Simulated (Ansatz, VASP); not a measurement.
Cu in VASP and in Ansatz

Contents of INCAR:

```
SYSTEM = Cu
  PREC = Accurate
  ENCUT = 520
  EDIFF = 1E-7
  ISMEAR = 0
  SIGMA = 0.15
  LREAL = .False.
  LASPH = .True.
  NELM = 100
  ALGO = Normal
  ISIF = 2
  LWAVE = .False.
  LCHARG = .False.
  GGA = PS
  NBANDS = 12
```

KPOINTS

```
regular mesh
0
Gamma
  22 22 22
  0 0 0
```

POSCAR

```
Cu
1.0
    0.0000000000      1.7803875000      1.7803875000
    1.7803875000      0.0000000000      1.7803875000
    1.7803875000      1.7803875000      0.0000000000
Cu
1
Direct
    0.0000000000      0.0000000000      0.0000000000
```

Input for Ansatz:

```yaml
crystal:
  lattice:
    - [0.0, 1.7803875, 1.7803875]
    - [1.7803875, 0.0, 1.7803875]
    - [1.7803875, 1.7803875, 0.0]
  atoms:
    - { symbol: Cu, position: [0.0, 0.0, 0.0] }
basis:
  ecutwfc: 420
kpoints:
  mp_grid: { grid: [22, 22, 22] }
hamiltonian:
  xc: pbesol
scf:
  occupations: { method: gaussian, width: 0.15 }
output:
  forces: true
  stress: true
  eigenvalues: true
```

Change from the starting cell: strain -0.015 along x and y, -0.015 along z, atoms carried along.

Alike in both runs: task single point; functional PBEsol; k mesh 22 × 22 × 22; occupations gaussian, width 0.15 eV; no spin polarisation.

```csv
,VASP,Ansatz
version,VASP 6.6.1,Ansatz 0.2.0
potentials or method,"VASP PAW PBE potentials, release 64 (Cu), cutoff 520 eV","scalar-relativistic, plane waves, PAW"
valence electrons in the cell,11,19
```

Ansatz gave:

- gap on the k mesh at the Fermi level (eV): none
- pressure (GPa): 0.4

Question: Estimate VASP's values.

Answer: gap on the k mesh at the Fermi level (eV): none; pressure (GPa): 1.1.

VASP's potentials were made for PBE, not for PBEsol. A gap of «none» marks a metal or a gap that the smearing closes. VASP's potentials hold 11 valence electrons a cell and Ansatz's 19, so a difference there can come from the potentials and not from the codes.
